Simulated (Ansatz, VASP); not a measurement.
# KF in VASP and in Ansatz

```
K F
1.0
     0.00000    2.58172    2.19446
     2.53654    0.00000    2.19446
     2.53654    2.58172    0.00000
K F
1 1
Direct
  0.00000 0.00000 0.00000
  0.50000 0.50000 0.50000
```

Change from the starting cell: normal strain along x -0.0175, normal strain along z -0.1500.

Alike in both runs: task single point; functional LDA; k mesh 8 × 8 × 8; occupations gaussian, width 0.05 eV; no spin polarisation.

|  | VASP | Ansatz |
| --- | --- | --- |
| version | VASP 6.6.1 | Ansatz 0.2.0 |
| potentials or method | VASP PAW LDA potentials, release 64 (K_sv, F), cutoff 520 eV | scalar-relativistic, plane waves, PAW |
| valence electrons in the cell | 16 | 16 |

|  | VASP | Ansatz | Ansatz less VASP |
| --- | --- | --- | --- |
| gap on the k mesh at the Fermi level (eV) | 6.21 | 6.24 | +0.030 |
| least direct gap on the mesh (eV) | 6.42 | 6.45 | +0.035 |
| pressure (GPa) | 19.0 | 18.0 | -1.00 |
| traceless stress, the component that is largest in VASP (GPa) | 27.00 | 25.76 | -1.244 |

LDA's correlation is that of Perdew and Zunger in VASP and of Perdew and Wang (1992) in Ansatz.
